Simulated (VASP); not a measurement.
Input of a VASP 6.6.1 run:

File INCAR:

```
  PREC = Accurate
  ENCUT = 520
  EDIFF = 1E-7
  ISMEAR = 0
  SIGMA = 0.05
  LREAL = False
  LASPH = True
  NELM = 80
  ALGO = Normal
  ISIF = 2
  LWAVE = False
  LCHARG = False
  GGA = PE
  NBANDS = 27
```

The input KPOINTS:

```
regular mesh
0
Gamma
  8 8 6
```

POSCAR

```
InSe
1.0
    5.7904844294     -2.0864057928     -0.0720728369
    5.7904844294      2.0864057928     -0.0720728369
   -1.6236141043      0.0000000000      5.3331423907
In Se
2 2
Direct
    0.8758951401      0.8999067711      0.0533034054
    0.1000932289      0.1241048599      0.9466965946
    0.6837848324      0.6488736946      0.6952062322
    0.3511263054      0.3162151676      0.3047937678
```

Potentials or basis: VASP PAW PBE potentials, release 64 (In_d, Se).

Command:

```sh
$ cat potpaw_PBE.64/In_d/POTCAR potpaw_PBE.64/Se/POTCAR > POTCAR
$ mpirun -np 1 vasp_std > vasp.out
```

Problem. Estimate the pressure.

Solution. 0.1 GPa.

Problem. What does it give for the band gap on the k mesh?

Solution. 1.00 eV (least direct gap 1.15 eV).

Problem. Estimate the largest force.

Solution. 0.564 eV/Å.

Stress tensor (GPa, compression positive):
```
-0.26  0.00 -0.59
 0.00  0.26  0.00
-0.59  0.00  0.41
```

Caveat: the cell differs from its parent crystal (atoms displaced along a vibrational mode, the cell strained); spin-orbit coupling is left out, which moves the levels of the heavy elements. A k mesh can miss the band edges.
